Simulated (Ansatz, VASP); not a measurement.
**One calculation of NbP2, two programs**

```
Nb P
1.0
     0.00000    3.01606    3.01606
     3.01606    0.00000    3.01606
     3.01606    3.01606    0.00000
Nb P
1 2
Cartesian
  0.0000 0.0000 0.0000
  1.5080 1.5080 1.5080
  4.5241 4.5241 4.5241
```

Alike in both runs: functional r2SCAN; k mesh 6 × 6 × 6; occupations gaussian, width 0.1 eV; no spin polarisation.

Ansatz relaxed the structure, and its values are those at the end. VASP's run is a single point on that final structure, the one shown.

|  | VASP | Ansatz |
| --- | --- | --- |
| version | VASP 6.6.1 | Ansatz 0.2.0 |
| potentials or method | VASP PAW PBE potentials, release 64 (Nb_sv, P), cutoff 520 eV | scalar-relativistic, plane waves, PAW |
| valence electrons in the cell | 23 | 23 |

|  | VASP | Ansatz | Ansatz less VASP |
| --- | --- | --- | --- |
| gap on the k mesh at the Fermi level (eV) | none | none | - |
| pressure (GPa) | -0.6 | -0.4 | +0.25 |

VASP's potentials were made for PBE, not for r2SCAN. A gap of «none» marks a metal or a gap that the smearing closes.
